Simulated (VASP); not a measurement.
# HfN (Fm-3m) in VASP: notebook

Runs on HfN. Level: PBE. Tasks: single point.

Program: VASP 6.6.1. These are calculated values, not measurements. Logs are shortened: lines on timing, memory, paths and dates and some standing lists are left out, and cuts for length are marked.

### 1 The cell of the first run

It takes space group Fm-3m (No. 225, cubic). The conventional cell has a = 4.356 Å, b = 4.356 Å, c = 4.356 Å, α = 90.00°, β = 90.00°, γ = 90.00°. Hf (site symmetry m-3m) has 6 N at 2.18 Å within 2.9 Å. N (site symmetry m-3m) has 6 Hf at 2.18 Å within 2.9 Å.

### 2 Single point, PBE

The input, INCAR:

```
  PREC = Accurate
  ENCUT = 520
  EDIFF = 1E-6
  ISMEAR = -1
  SIGMA = 0.1
  LREAL = F
  LASPH = T
  NELM = 100
  ALGO = Normal
  ISIF = 2
  LWAVE = F
  LCHARG = T
  GGA = PE
  LELF = T
  LVHAR = T
  NBANDS = 14
```

The input, KPOINTS:

```
Automatic mesh
0
Gamma
  11 11 11
```

The input, POSCAR:

```
HfN
1.0
    0.0000000000      2.1781440517      2.1781440517
    2.1781440517      0.0000000000      2.1781440517
    2.1781440517      2.1781440517      0.0000000000
Hf N
1 1
Direct
    0.0000000000      0.0000000000      0.0000000000
    0.5000000000      0.5000000000      0.5000000000
```

Potentials or basis: VASP PAW PBE potentials, release 64 (Hf_pv, N).

Started as:

```
> cat potpaw_PBE.64/Hf_pv/POTCAR potpaw_PBE.64/N/POTCAR > POTCAR
> mpirun -np 1 vasp_std > vasp.out
```

OUTCAR:

```text
PREC = Accurate
   ENCUT = 520
   EDIFF = 1E-6
   ISMEAR = -1
   LREAL = F
   LASPH = T
   NELM = 100
   ISIF = 2
   GGA = PE

 ion  position               nearest neighbor table
   1  0.000  0.000  0.000-   2 2.18   2 2.18   2 2.18   2 2.18   2 2.18   2 2.18
   2  0.500  0.500  0.500-   1 2.18   1 2.18   1 2.18   1 2.18   1 2.18   1 2.18

  LATTYP: Found a face centered cubic cell.
 ALAT       =     4.3562881034

  Lattice vectors:

 A1 = (   0.0000000000,   2.1781440517,   2.1781440517)
 A2 = (   2.1781440517,   0.0000000000,   2.1781440517)
 A3 = (   2.1781440517,   2.1781440517,   0.0000000000)

Analysis of symmetry for initial positions (statically):
=====================================================================
 Subroutine PRICEL returns:
 Original cell was already a primitive cell.

 Routine SETGRP: Setting up the symmetry group for a
 face centered cubic supercell.

 Subroutine GETGRP returns: Found 48 space group operations
 (whereof 48 operations were pure point group operations)
 out of a pool of 48 trial point group operations.

The static configuration has the point symmetry O_h .

Analysis of symmetry for dynamics (positions and initial velocities):
=====================================================================
 Subroutine PRICEL returns:
 Original cell was already a primitive cell.

 Routine SETGRP: Setting up the symmetry group for a
 face centered cubic supercell.

 Subroutine GETGRP returns: Found 48 space group operations
 (whereof 48 operations were pure point group operations)
 out of a pool of 48 trial point group operations.

The dynamic configuration has the point symmetry O_h .

 Subroutine INISYM returns: Found 48 space group operations
 (whereof 48 operations are pure point group operations),
 and found     1 'primitive' translations

----------------------------------------------------------------------------------------

                                     Primitive cell

  volume of cell :      20.6676

  direct lattice vectors                    reciprocal lattice vectors
     0.000000000  2.178144052  2.178144052    -0.229553229  0.229553229  0.229553229
     2.178144052  0.000000000  2.178144052     0.229553229 -0.229553229  0.229553229
     2.178144052  2.178144052  0.000000000     0.229553229  0.229553229 -0.229553229

  length of vectors
     3.080360859  3.080360859  3.080360859     0.397597855  0.397597855  0.397597855

  position of ions in fractional coordinates (direct lattice)
     0.000000000  0.000000000  0.000000000
     0.500000000  0.500000000  0.500000000

  ion indices of the primitive-cell ions
   primitive index   ion index
                 1           1
                 2           2

----------------------------------------------------------------------------------------

 KPOINTS: Automatic mesh

Automatic generation of k-mesh.
 Grid dimensions read from file:
 generate k-points for:   11   11   11

 Generating k-lattice:

  Cartesian coordinates                     Fractional coordinates (reciprocal lattice)
    -0.020868475  0.020868475  0.020868475     0.090909091  0.000000000  0.000000000
     0.020868475 -0.020868475  0.020868475     0.000000000  0.090909091  0.000000000
     0.020868475  0.020868475 -0.020868475     0.000000000  0.000000000  0.090909091

  Length of vectors
     0.036145260  0.036145260  0.036145260

  Shift w.r.t. Gamma in fractional coordinates (k-lattice)
     0.000000000  0.000000000  0.000000000

 Subroutine IBZKPT returns following result:
 ===========================================

 Found     56 irreducible k-points:

 Following reciprocal coordinates:
            Coordinates               Weight
  0.000000  0.000000  0.000000      1.000000
  0.090909  0.000000  0.000000      8.000000
  0.181818  0.000000  0.000000      8.000000
  0.272727  0.000000  0.000000      8.000000
  0.363636  0.000000  0.000000      8.000000
  0.454545  0.000000  0.000000      8.000000
[... 16 lines left out ...]
 -0.272727  0.181818  0.000000     24.000000
 -0.181818  0.181818  0.000000     12.000000
 [... further k-points ...]
   k-points           NKPTS =     56   k-points in BZ     NKDIM =     56   number of bands    NBANDS=     14
   number of dos      NEDOS =    301   number of ions     NIONS =      2
   total plane-waves  NPLWV =  13824
   dimension x,y,z NGX =    24 NGY =   24 NGZ =   24
   dimension x,y,z NGXF=    48 NGYF=   48 NGZF=   48
   ions per type =               1   1
   NGX,Y,Z   is equivalent  to a cutoff of  12.95, 12.95, 12.95 a.u.
   NGXF,Y,Z  is equivalent  to a cutoff of  25.91, 25.91, 25.91 a.u.
 SYSTEM =  unknown system
   PREC   = accura    normal or accurate (medium, high low for compatibility)
   ISTART =      0    job   : 0-new  1-cont  2-samecut
   ICHARG =      2    charge: 1-file 2-atom 10-const
   ISPIN  =      1    spin polarized calculation?
   LNONCOLLINEAR =      F non collinear calculations
   LSORBIT =      F    spin-orbit coupling
   LASPH  =      T    aspherical Exc in radial PAW
   ENCUT  =  520.0 eV  38.22 Ry    6.18 a.u.   5.73  5.73  5.73*2*pi/ulx,y,z
   NELM   =    100;   NELMIN=  2; NELMDL= -5     # of ELM steps
   EDIFF  = 0.1E-05   stopping-criterion for ELM
   LREAL  =      F    real-space projection
   EDIFFG = 0.1E-04   stopping-criterion for IOM
   NSW    =      0    number of steps for IOM
   IBRION =     -1    ionic relax: 0-MD 1-quasi-New 2-CG
   NFREE  =      0    steps in history (QN), initial steepest desc. (CG)
   ISIF   =      2    stress and relaxation
   ISYM   =      2    0-nonsym 1-usesym 2-fastsym
   POTIM  = 0.5000    time-step for ionic-motion
   TEBEG  =    0.0;   TEEND  =   0.0 temperature during run
   PSTRESS=    0.0 pullay stress
   NELECT =      15.0000    total number of electrons
   NUPDOWN=      -1.0000    fix difference up-down
   EMIN   =  10.00;   EMAX   =-10.00  energy-range for DOS
   EFERMI =   0.00;   METHOD = LEGACY
   ISMEAR =    -1;   SIGMA  =   0.10  broadening in eV -4-tet -1-fermi 0-gaus
   EFERMI_NEDOS =   21; number of points for ismear=-14 and -15
   IALGO  =     38    algorithm
   IMIX   =      4    mixing-type and parameters
     AMIX     =   0.40;   BMIX     =  1.00
     AMIX_MAG =   1.60;   BMIX_MAG =  1.00
  volume/ion in A,a.u.               =      10.33        69.74
  Fermi-wavevector in a.u.,A,eV,Ry     =   1.471212  2.780188 29.449339  2.164465
  Thomas-Fermi vector in A             =   2.586375
   LORBIT       =      0    0 simple, 1 ext, 2 COOP (PROOUT), +10 PAW based schemes
   GGA     = PE    functional components
   LHFCALC =     F    Hartree Fock is set to
   AEXX    =    0.0000 exact exchange contribution
   IVDW    =     0    specifies the selected vdW correction
   LEPSILON=     F    determine dielectric tensor
   LRPA    =     F    only Hartree local field effects (RPA)
 non-spin polarized calculation
  energy-cutoff  :      520.00
  volume of cell :       20.67
 maximum number of plane-waves:       566
   NGX = 11   NGY = 11   NGZ = 11

 number of electron      15.0000000 magnetization

 Free energy of the ion-electron system (eV)
  ---------------------------------------------------
  ext. energy  EPLUGINS =         0.00000000
  ---------------------------------------------------
  free energy    TOTEN  =       -21.44718678 eV

  energy without entropy =      -21.42655138  energy(sigma->0) =      -21.43686908

 E-fermi :   9.3441     XC(G=0): -13.3174

 val. band max:        9.3261487992   @ k =   0.4545   0.1818   0.0000
 cond. band min:       9.3606094463   @ k =  -0.0909   0.0909   0.0000
 fundamental gap:      0.0344606470
 Fermi energy:         9.3441067651

 k-point     1 :       0.0000    0.0000    0.0000
  band No.  band energies     occupation
      1     -21.3218      2.00000
      2     -21.3218      2.00000
      3     -21.3218      2.00000
      4      -8.7657      2.00000
      5       6.2422      2.00000
      6       6.2422      2.00000
      7       6.2422      2.00000
      8       8.9707      1.95331
      9       8.9707      1.95331
     10       8.9707      1.95331
     11      11.6321      0.00000
     12      11.6321      0.00000
     13      12.3056      0.00000
     14      19.2237      0.00000

 k-point     2 :       0.0909    0.0000    0.0000
  band No.  band energies     occupation
      1     -21.4516      2.00000
      2     -21.3314      2.00000
      3     -21.3314      2.00000
      4      -8.5232      2.00000
      5       5.4153      2.00000
      6       5.7026      2.00000
      7       5.7026      2.00000
      8       9.2170      1.56171
      9       9.2833      1.29520
     10       9.2833      1.29520
     11      12.3549      0.00000
     12      12.3549      0.00000
     13      12.8745      0.00000
     14      19.9550      0.00000

 k-point     3 :       0.1818    0.0000    0.0000
  band No.  band energies     occupation
      1     -21.7827      2.00000
      2     -21.3570      2.00000
      3     -21.3570      2.00000
      4      -7.8687      2.00000
      5       3.8191      2.00000
      6       4.6765      2.00000
      7       4.6765      2.00000
      8       9.6227      0.11623
      9      10.0682      0.00143
     10      10.0682      0.00143
     11      14.0287      0.00000
     12      14.0287      0.00000
     13      14.1563      0.00000
     14      21.8223      0.00000

 k-point     4 :       0.2727    0.0000    0.0000
  band No.  band energies     occupation
      1     -22.1843      2.00000
      2     -21.3903      2.00000
      3     -21.3903      2.00000
      4      -6.9780      2.00000
      5       2.1917      2.00000
      6       3.7230      2.00000
      7       3.7230      2.00000
      8      10.2838      0.00017
      9      11.2098      0.00000
     10      11.2098      0.00000
     11      15.3938      0.00000
     12      16.0251      0.00000
     13      16.0251      0.00000
     14      22.1134      0.00000

 k-point     5 :       0.3636    0.0000    0.0000
  band No.  band energies     occupation
      1     -22.5271      2.00000
      2     -21.4205      2.00000
      3     -21.4205      2.00000
      4      -6.0721      2.00000
      5       0.8225      2.00000
      6       3.0331      2.00000
      7       3.0331      2.00000
      8      11.3651      0.00000
      9      12.5195      0.00000
     10      12.5195      0.00000
     11      15.7434      0.00000
[... 276 lines left out ...]
 k-point    22 :      -0.3636    0.1818    0.0000
  band No.  band energies     occupation
      1     -22.5265      2.00000
      2     -21.7492      2.00000
      3     -21.4725      2.00000
      4      -5.9783      2.00000
      5       0.7975      2.00000
      6       2.9315      2.00000
      7       3.4222      2.00000
      8      11.8029      0.00000
      9      12.6291      0.00000
     10      12.7756      0.00000
     11      16.1039      0.00000
     12      18.8615      0.00000
     13      19.6312      0.00000
     14      21.9950      0.00000

 k-point    23 :      -0.2727    0.1818    0.0000
  band No.  band energies     occupation
      1     -22.3571      2.00000
      2     -21.7205      2.00000
      3     -21.4142      2.00000
      4      -6.3061      2.00000
      5       1.1678      2.00000
      6       3.0046      2.00000
      7       3.8467      2.00000
      8      10.9694      0.00000
      9      11.5442      0.00000
     10      13.5261      0.00000
     11      14.6063      0.00000
     12      17.6151      0.00000
     13      19.1260      0.00000
     14      22.0873      0.00000

 k-point    24 :      -0.1818    0.1818    0.0000
  band No.  band energies     occupation
      1     -22.1386      2.00000
      2     -21.6148      2.00000
      3     -21.3666      2.00000
      4      -6.8700      2.00000
      5       1.9401      2.00000
      6       3.3621      2.00000
      7       4.3266      2.00000
      8      10.3424      0.00009
      9      10.5736      0.00001
     10      12.9984      0.00000
     11      13.3443      0.00000
     12      16.5976      0.00000
     13      17.6595      0.00000
     14      22.1125      0.00000

 [... further k-points ...]
[... 5 lines left out ...]
  --------------------------------------------------------------------------------------
  -------------------------------------------------------------------------------------
  Total        5.4579347      5.4579347      5.4579347     -0.0000000     -0.0000000      0.0000000
  in kB      423.1059408    423.1059408    423.1059408     -0.0000000     -0.0000000      0.0000000
  external PRESSURE =     423.1059408 kB  Pullay stress =       0.0000000 kB

 VOLUME and BASIS-vectors are now :
 -----------------------------------------------------------------------------
  energy-cutoff  :      520.00
  volume of cell :       20.67
      direct lattice vectors                 reciprocal lattice vectors
     0.000000000  2.178144052  2.178144052    -0.229553229  0.229553229  0.229553229
     2.178144052  0.000000000  2.178144052     0.229553229 -0.229553229  0.229553229
     2.178144052  2.178144052  0.000000000     0.229553229  0.229553229 -0.229553229

 POSITION                                       TOTAL-FORCE (eV/Angst)
 -----------------------------------------------------------------------------------
      0.00000      0.00000      0.00000        -0.000000      0.000000     -0.000000
      2.17814      2.17814      2.17814         0.000000     -0.000000      0.000000
 -----------------------------------------------------------------------------------
    total drift:                                0.000000     -0.000000     -0.000000

  FREE ENERGIE OF THE ION-ELECTRON SYSTEM (eV)
  ---------------------------------------------------
  free  energy   TOTEN  =       -21.4471867808 eV

  energy  without entropy=      -21.4265513808  energy(sigma->0) =      -21.43686908
```

It took 32 s on 1 thread of AMD EPYC 7R13, shared host; peak memory 0.12 GiB.

What came out:

```
Free energy : -21.4472 eV
Pressure    : 42.3 GPa
```

Levels at points of the mesh, in eV from the Fermi level:
```tsv
k point	band 6	band 7	band 8	band 9	band 10	band 11
(0.00, 0.00, 0.00)	-3.10	-3.10	-0.37	-0.37	-0.37	2.29
```

Caveat: spin-orbit coupling is left out, which moves the levels of the heavy elements.

(Continued in part 2 of 2.)
